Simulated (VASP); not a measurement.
# NaHfO (P4/mmm) in VASP: notebook

NaHfO is run at these levels: PBE; tasks: single point, relaxation of cell and atoms.

Program: VASP 6.6.1. These are calculated values, not measurements. Logs are shortened: lines on timing, memory, paths and dates and some standing lists are left out, and cuts for length are marked.

### 1 The cell of the first run

Symmetry: P4/mmm, No. 123, tetragonal system. Conventional cell: a = 3.465 Å, b = 3.465 Å, c = 3.655 Å, α = 90.00°, β = 90.00°, γ = 90.00°. Na (site symmetry 4/mmm) has 2 O at 1.83 Å within 2.4 Å. Hf (site symmetry 4/mmm) has 4 O at 2.45 Å and 8 Na at 3.06 Å within 3.2 Å. O (site symmetry 4/mmm) has 2 Na at 1.83 Å and 4 Hf at 2.45 Å within 2.5 Å.

The cell was built from a structure type or drawn by symmetry, and may not be a known phase.

### 2 Single point, PBE

File INCAR:

```
PREC = Accurate
ENCUT = 520
EDIFF = 1E-6
ISMEAR = 0
SIGMA = 0.1
LREAL = F
LASPH = T
NELM = 80
ALGO = Normal
ISIF = 2
LWAVE = F
LCHARG = F
GGA = PE
NBANDS = 18
```

File KPOINTS:

```
Automatic mesh
0
Gamma
  6 6 6
```

File POSCAR:

```
NaHfO
1.0
    3.4654665600      0.0000000000      0.0000000000
    0.0000000000      3.4654665600      0.0000000000
    0.0000000000      0.0000000000      3.6550131800
Na Hf O
1 1 1
Direct
    0.5000000000      0.5000000000      0.5000000000
    0.0000000000      0.0000000000      0.0000000000
    0.5000000000      0.5000000000      0.0000000000
```

Potentials or basis: VASP PAW PBE potentials, release 64 (Na_pv, Hf_pv, O).

Launch:

```console
cat potpaw_PBE.64/Na_pv/POTCAR potpaw_PBE.64/Hf_pv/POTCAR potpaw_PBE.64/O/POTCAR > POTCAR
mpirun -np 1 vasp_std > vasp.out
```

OUTCAR:

```text
PREC = Accurate
   ENCUT = 520
   EDIFF = 1E-6
   ISMEAR = 0
   LREAL = F
   LASPH = T
   NELM = 80
   ISIF = 2
   GGA = PE

 ion  position               nearest neighbor table
   1  0.500  0.500  0.500-   3 1.83   3 1.83   2 3.06   2 3.06   2 3.06   2 3.06   2 3.06   2 3.06
                             2 3.06   2 3.06
   2  0.000  0.000  0.000-   3 2.45   3 2.45   3 2.45   3 2.45   1 3.06   1 3.06   1 3.06   1 3.06
                             1 3.06   1 3.06   1 3.06   1 3.06
   3  0.500  0.500  0.000-   1 1.83   1 1.83   2 2.45   2 2.45   2 2.45   2 2.45

  LATTYP: Found a simple tetragonal cell.
 ALAT       =     3.4654665600
 C/A-ratio  =     1.0546958445

  Lattice vectors:

 A1 = (   3.4654665600,   0.0000000000,   0.0000000000)
 A2 = (   0.0000000000,   3.4654665600,   0.0000000000)
 A3 = (   0.0000000000,   0.0000000000,   3.6550131800)

Analysis of symmetry for initial positions (statically):
=====================================================================
 Subroutine PRICEL returns:
 Original cell was already a primitive cell.

 Routine SETGRP: Setting up the symmetry group for a
 simple tetragonal supercell.

 Subroutine GETGRP returns: Found 16 space group operations
 (whereof 16 operations were pure point group operations)
 out of a pool of 16 trial point group operations.

The static configuration has the point symmetry D_4h.

Analysis of symmetry for dynamics (positions and initial velocities):
=====================================================================
 Subroutine PRICEL returns:
 Original cell was already a primitive cell.

 Routine SETGRP: Setting up the symmetry group for a
 simple tetragonal supercell.

 Subroutine GETGRP returns: Found 16 space group operations
 (whereof 16 operations were pure point group operations)
 out of a pool of 16 trial point group operations.

The dynamic configuration has the point symmetry D_4h.

 Subroutine INISYM returns: Found 16 space group operations
 (whereof 16 operations are pure point group operations),
 and found     1 'primitive' translations

----------------------------------------------------------------------------------------

                                     Primitive cell

  volume of cell :      43.8947

  direct lattice vectors                    reciprocal lattice vectors
     3.465466560  0.000000000  0.000000000     0.288561434  0.000000000  0.000000000
     0.000000000  3.465466560  0.000000000     0.000000000  0.288561434  0.000000000
     0.000000000  0.000000000  3.655013180     0.000000000  0.000000000  0.273596825

  length of vectors
     3.465466560  3.465466560  3.655013180     0.288561434  0.288561434  0.273596825

  position of ions in fractional coordinates (direct lattice)
     0.500000000  0.500000000  0.500000000
     0.000000000  0.000000000  0.000000000
     0.500000000  0.500000000  0.000000000

  ion indices of the primitive-cell ions
   primitive index   ion index
                 1           1
                 2           2
                 3           3

----------------------------------------------------------------------------------------

 KPOINTS: Automatic mesh

Automatic generation of k-mesh.
 Grid dimensions read from file:
 generate k-points for:    6    6    6

 Generating k-lattice:

  Cartesian coordinates                     Fractional coordinates (reciprocal lattice)
     0.048093572  0.000000000  0.000000000     0.166666667  0.000000000  0.000000000
     0.000000000  0.048093572  0.000000000     0.000000000  0.166666667  0.000000000
     0.000000000  0.000000000  0.045599471     0.000000000  0.000000000  0.166666667

  Length of vectors
     0.048093572  0.048093572  0.045599471

  Shift w.r.t. Gamma in fractional coordinates (k-lattice)
     0.000000000  0.000000000  0.000000000

 Subroutine IBZKPT returns following result:
 ===========================================

 Found     40 irreducible k-points:

 Following reciprocal coordinates:
            Coordinates               Weight
  0.000000  0.000000  0.000000      1.000000
  0.166667  0.000000  0.000000      4.000000
  0.333333  0.000000  0.000000      4.000000
  0.500000  0.000000  0.000000      2.000000
  0.166667  0.166667  0.000000      4.000000
  0.333333  0.166667  0.000000      8.000000
[... 16 lines left out ...]
  0.333333  0.000000  0.333333      8.000000
  0.500000  0.000000  0.333333      4.000000
 [... further k-points ...]
   k-points           NKPTS =     40   k-points in BZ     NKDIM =     40   number of bands    NBANDS=     18
   number of dos      NEDOS =    301   number of ions     NIONS =      3
   total plane-waves  NPLWV =  21952
   dimension x,y,z NGX =    28 NGY =   28 NGZ =   28
   dimension x,y,z NGXF=    56 NGYF=   56 NGZF=   56
   ions per type =               1   1   1
   NGX,Y,Z   is equivalent  to a cutoff of  13.43, 13.43, 12.74 a.u.
   NGXF,Y,Z  is equivalent  to a cutoff of  26.86, 26.86, 25.47 a.u.
 SYSTEM =  unknown system
   PREC   = accura    normal or accurate (medium, high low for compatibility)
   ISTART =      0    job   : 0-new  1-cont  2-samecut
   ICHARG =      2    charge: 1-file 2-atom 10-const
   ISPIN  =      1    spin polarized calculation?
   LNONCOLLINEAR =      F non collinear calculations
   LSORBIT =      F    spin-orbit coupling
   LASPH  =      T    aspherical Exc in radial PAW
   ENCUT  =  520.0 eV  38.22 Ry    6.18 a.u.   6.44  6.44  6.80*2*pi/ulx,y,z
   NELM   =     80;   NELMIN=  2; NELMDL= -5     # of ELM steps
   EDIFF  = 0.1E-05   stopping-criterion for ELM
   LREAL  =      F    real-space projection
   EDIFFG = 0.1E-04   stopping-criterion for IOM
   NSW    =      0    number of steps for IOM
   IBRION =     -1    ionic relax: 0-MD 1-quasi-New 2-CG
   NFREE  =      0    steps in history (QN), initial steepest desc. (CG)
   ISIF   =      2    stress and relaxation
   ISYM   =      2    0-nonsym 1-usesym 2-fastsym
   POTIM  = 0.5000    time-step for ionic-motion
   TEBEG  =    0.0;   TEEND  =   0.0 temperature during run
   PSTRESS=    0.0 pullay stress
   NELECT =      23.0000    total number of electrons
   NUPDOWN=      -1.0000    fix difference up-down
   EMIN   =  10.00;   EMAX   =-10.00  energy-range for DOS
   EFERMI =   0.00;   METHOD = LEGACY
   ISMEAR =     0;   SIGMA  =   0.10  broadening in eV -4-tet -1-fermi 0-gaus
   EFERMI_NEDOS =   21; number of points for ismear=-14 and -15
   IALGO  =     38    algorithm
   IMIX   =      4    mixing-type and parameters
     AMIX     =   0.40;   BMIX     =  1.00
     AMIX_MAG =   1.60;   BMIX_MAG =  1.00
  volume/ion in A,a.u.               =      14.63        98.74
  Fermi-wavevector in a.u.,A,eV,Ry     =   1.319816  2.494090 23.700175  1.741914
  Thomas-Fermi vector in A             =   2.449687
   LORBIT       =      0    0 simple, 1 ext, 2 COOP (PROOUT), +10 PAW based schemes
   GGA     = PE    functional components
   LHFCALC =     F    Hartree Fock is set to
   AEXX    =    0.0000 exact exchange contribution
   IVDW    =     0    specifies the selected vdW correction
   LEPSILON=     F    determine dielectric tensor
   LRPA    =     F    only Hartree local field effects (RPA)
 non-spin polarized calculation
 Gauss-broadening in eV      SIGMA  =   0.10
  energy-cutoff  :      520.00
  volume of cell :       43.89
 maximum number of plane-waves:      1201
 NGX is ok and might be reduce to    28
   NGX = 13   NGY = 13   NGZ = 13

 number of electron      23.0000001 magnetization

 Free energy of the ion-electron system (eV)
  ---------------------------------------------------
  ext. energy  EPLUGINS =         0.00000000
  ---------------------------------------------------
  free energy    TOTEN  =       -17.31087352 eV

  energy without entropy =      -17.30148857  energy(sigma->0) =      -17.30618105

 E-fermi :   4.9891     XC(G=0): -10.7733

 val. band max:        4.9564420552   @ k =   0.3333   0.1667   0.3333
 cond. band min:       5.0054283851   @ k =   0.1667   0.1667   0.5000
 fundamental gap:      0.0489863298
 Fermi energy:         4.9890636197

 k-point     1 :       0.0000    0.0000    0.0000
  band No.  band energies     occupation
      1     -27.0288      2.00000
      2     -27.0288      2.00000
      3     -26.8371      2.00000
      4     -18.0584      2.00000
      5     -17.8302      2.00000
      6     -17.8302      2.00000
[... 10 lines left out ...]
     17      13.8829      0.00000
     18      14.7347      0.00000

 k-point     2 :       0.1667    0.0000    0.0000
  band No.  band energies     occupation
      1     -27.0822      2.00000
      2     -27.0227      2.00000
      3     -26.8327      2.00000
      4     -18.0587      2.00000
      5     -17.8482      2.00000
      6     -17.8303      2.00000
[... 10 lines left out ...]
     17      12.4926      0.00000
     18      13.7364      0.00000

 k-point     3 :       0.3333    0.0000    0.0000
  band No.  band energies     occupation
      1     -27.1870      2.00000
      2     -27.0106      2.00000
      3     -26.8238      2.00000
      4     -18.0595      2.00000
      5     -17.8833      2.00000
      6     -17.8306      2.00000
[... 10 lines left out ...]
     17      10.7970      0.00000
     18      13.2377      0.00000

 k-point     4 :       0.5000    0.0000    0.0000
  band No.  band energies     occupation
      1     -27.2384      2.00000
      2     -27.0046      2.00000
      3     -26.8194      2.00000
      4     -18.0599      2.00000
      5     -17.9004      2.00000
      6     -17.8307      2.00000
[... 375 lines left out ...]
      4     -18.6241      2.00000
      5     -17.8394      2.00000
      6     -17.8247      2.00000
[... 10 lines left out ...]
     17       9.7044      0.00000
     18      13.3484      0.00000

 k-point    23 :       0.3333    0.0000    0.3333
  band No.  band energies     occupation
      1     -27.1840      2.00000
      2     -27.0051      2.00000
      3     -26.8932      2.00000
      4     -18.5773      2.00000
      5     -17.8664      2.00000
      6     -17.8222      2.00000
[... 10 lines left out ...]
     17       9.7551      0.00000
     18      12.9748      0.00000

 k-point    24 :       0.5000    0.0000    0.3333
  band No.  band energies     occupation
      1     -27.2364      2.00000
      2     -26.9993      2.00000
      3     -26.8892      2.00000
      4     -18.5549      2.00000
      5     -17.8799      2.00000
      6     -17.8210      2.00000
[... 10 lines left out ...]
     17      10.1189      0.00000
     18      11.6080      0.00000

 [... further k-points ...]

------------------------ aborting loop because EDIFF is reached ----------------------------------------

  FORCE on cell =-STRESS in cart. coord.  units (eV):
  Direction    XX          YY          ZZ          XY          YZ          ZX
  --------------------------------------------------------------------------------------
  -------------------------------------------------------------------------------------
  Total       -3.7875980     -3.7875980     17.3674349      0.0000000      0.0000000      0.0000000
  in kB     -138.2490280   -138.2490280    633.9191760      0.0000000      0.0000000      0.0000000
  external PRESSURE =     119.1403733 kB  Pullay stress =       0.0000000 kB

 VOLUME and BASIS-vectors are now :
 -----------------------------------------------------------------------------
  energy-cutoff  :      520.00
  volume of cell :       43.89
      direct lattice vectors                 reciprocal lattice vectors
     3.465466560  0.000000000  0.000000000     0.288561434  0.000000000  0.000000000
     0.000000000  3.465466560  0.000000000     0.000000000  0.288561434  0.000000000
     0.000000000  0.000000000  3.655013180     0.000000000  0.000000000  0.273596825

 POSITION                                       TOTAL-FORCE (eV/Angst)
 -----------------------------------------------------------------------------------
      1.73273      1.73273      1.82751         0.000000      0.000000      0.000000
      0.00000      0.00000      0.00000         0.000000      0.000000      0.000000
      1.73273      1.73273      0.00000         0.000000      0.000000      0.000000
 -----------------------------------------------------------------------------------
    total drift:                                0.000000      0.000000      0.000000

  FREE ENERGIE OF THE ION-ELECTRON SYSTEM (eV)
  ---------------------------------------------------
  free  energy   TOTEN  =       -17.3108735220 eV

  energy  without entropy=      -17.3014885702  energy(sigma->0) =      -17.30618105
```

Wall time 41 s (1 thread of Intel Xeon 8259CL, shared host); peak memory 0.18 GiB.

What came out:

```yaml
Free_energy: -17.3109 eV
Pressure: 11.9 GPa
Band_gap_on_the_k_mesh: zero (an odd number of electrons rules out a gap without spin polarisation)
```

Levels at points of the mesh, in eV from the Fermi level:
| k point | band 9 | band 10 | band 11 | band 12 | band 13 | band 14 |
| --- | --- | --- | --- | --- | --- | --- |
| (0.00, 0.00, 0.00) | -4.65 | -4.16 | -3.63 | -1.93 | 0.71 | 2.18 |
| (0.50, 0.00, 0.00) | -5.86 | -3.89 | -2.02 | 1.29 | 1.82 | 1.91 |
| (0.50, 0.50, 0.00) | -5.55 | -3.36 | -1.55 | 0.68 | 0.68 | 2.23 |
| (0.00, 0.00, 0.50) | -4.73 | -4.73 | -1.46 | 0.09 | 0.10 | 1.14 |
| (0.50, 0.00, 0.50) | -5.93 | -5.48 | -0.16 | 0.65 | 1.39 | 1.95 |
| (0.50, 0.50, 0.50) | -5.51 | -4.57 | -1.40 | -1.40 | 2.57 | 3.36 |

Caveat: the cell stands under pressure; spin-orbit coupling is left out, which moves the levels of the heavy elements; an odd number of electrons without spin polarisation forces a metal; a magnetic or distorted state may lie lower.

[end of part 1 of 2]
